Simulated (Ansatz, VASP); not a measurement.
**One calculation of Ta3AsAu2O13, two programs**

INCAR

```
PREC     = Accurate       # precision mode
ENCUT    = 520            # plane-wave cutoff, eV
EDIFF    = 1E-7           # SCF threshold, eV
ISMEAR   = -1             # smearing method
SIGMA    = 0.05           # smearing width, eV
LREAL    = F              # projectors in reciprocal space
LASPH    = T              # aspherical terms in the spheres
NELM     = 80             # most SCF steps
ALGO     = Normal         # electronic algorithm
ISIF     = 2              # what is computed and relaxed
LWAVE    = F              # write WAVECAR
LCHARG   = F              # write CHGCAR
GGA      = PE             # functional
NBANDS   = 84             # bands
KPAR     = 4
```

Contents of KPOINTS:

```
Automatic mesh
0
Gamma
  4 4 4
```

Contents of POSCAR:

```
Ta3AsAu2O13
1.0
    5.2423700000      3.0266800000      4.1427300000
   -5.2423700000      3.0266800000      4.1427300000
    0.0000000000     -6.0533700000      4.1427300000
Ta As Au O
3 1 2 13
Direct
    0.2323130000      0.5728370000      0.2351840000
    0.2280820000      0.2244860000      0.5782590000
    0.5710260000      0.2358440000      0.2275500000
    0.5634600000      0.5628140000      0.5606460000
    0.9712240000      0.9668470000      0.9648950000
    0.7507290000      0.7527750000      0.7492900000
    0.4076300000      0.6683220000      0.3975040000
    0.4149350000      0.4141220000      0.6662730000
    0.6676710000      0.4059240000      0.4065080000
    0.4927470000      0.0159480000      0.3638260000
    0.3600510000      0.5002340000      0.0141410000
    0.0110140000      0.3649670000      0.4957890000
    0.3599000000      0.0144190000      0.5026130000
    0.0117140000      0.5049330000      0.3584020000
    0.5056460000      0.3583990000      0.0088330000
    0.1030050000      0.7484380000      0.1118590000
    0.1109730000      0.1130570000      0.7499700000
    0.7478410000      0.1125830000      0.1111270000
    0.3068180000      0.3054050000      0.3051140000
```

Contents of input.yaml:

```yaml
crystal:
  lattice:
    - [5.24237, 3.02668, 4.14273]
    - [-5.24237, 3.02668, 4.14273]
    - [0.0, -6.05337, 4.14273]
  atoms:
    - { symbol: Ta, position: [0.232313, 0.572837, 0.235184] }
    - { symbol: Ta, position: [0.228082, 0.224486, 0.578259] }
    - { symbol: Ta, position: [0.571026, 0.235844, 0.22755] }
    - { symbol: As, position: [0.56346, 0.562814, 0.560646] }
    - { symbol: Au, position: [0.971224, 0.966847, 0.964895] }
    - { symbol: Au, position: [0.750729, 0.752775, 0.74929] }
    - { symbol: O, position: [0.40763, 0.668322, 0.397504] }
    - { symbol: O, position: [0.414935, 0.414122, 0.666273] }
    - { symbol: O, position: [0.667671, 0.405924, 0.406508] }
    - { symbol: O, position: [0.492747, 0.015948, 0.363826] }
    - { symbol: O, position: [0.360051, 0.500234, 0.014141] }
    - { symbol: O, position: [0.011014, 0.364967, 0.495789] }
    - { symbol: O, position: [0.3599, 0.014419, 0.502613] }
    - { symbol: O, position: [0.011714, 0.504933, 0.358402] }
    - { symbol: O, position: [0.505646, 0.358399, 0.008833] }
    - { symbol: O, position: [0.103005, 0.748438, 0.111859] }
    - { symbol: O, position: [0.110973, 0.113057, 0.74997] }
    - { symbol: O, position: [0.747841, 0.112583, 0.111127] }
    - { symbol: O, position: [0.306818, 0.305405, 0.305114] }
hamiltonian:
  xc: pbe
  pseudopotentials: { kind: paw }
kpoints:
  mp_grid: { grid: [4, 4, 4] }
scf:
  occupations: { method: fermi_dirac, width: 0.05 }
output:
  forces: true
  stress: true
  eigenvalues: true
  write_density: true
  write_potential: true
  elf: true
  volumetric_format: npy
```

Change from the starting cell: atoms moved at random, drawn with an rms of 0.05 Å.

Alike in both runs: task single point; functional PBE; k mesh 4 × 4 × 4; occupations fermi-dirac, width 0.05 eV; no spin polarisation.

```csv
,VASP,Ansatz
version,VASP 6.6.1,Ansatz 0.2.0
potentials or method,"VASP PAW PBE potentials, release 64 (Ta_pv, As, Au, O)",Ansatz PAW
plane-wave cutoff (eV),520,420
valence electrons in the cell,138,170
```

```csv
,VASP,Ansatz,Ansatz less VASP
gap on the k mesh at the Fermi level (eV),0.97,0.99,+0.017
least direct gap on the mesh (eV),1.00,1.02,+0.016
pressure (GPa),0.5,0.0,-0.57
"traceless stress, the component that is largest in VASP (GPa)",-2.05,-2.10,-0.050
rms of the force components (eV/Å),0.946,0.906,-0.0399
```

Atom by atom the forces differ by 0.102 eV/Å (rms over components). With one functional, cell and mesh, what is left measures potentials, basis and numerics. VASP's potentials hold 138 valence electrons a cell and Ansatz's 170, so a difference there can come from the potentials and not from the codes.

Spin-orbit coupling is off throughout.
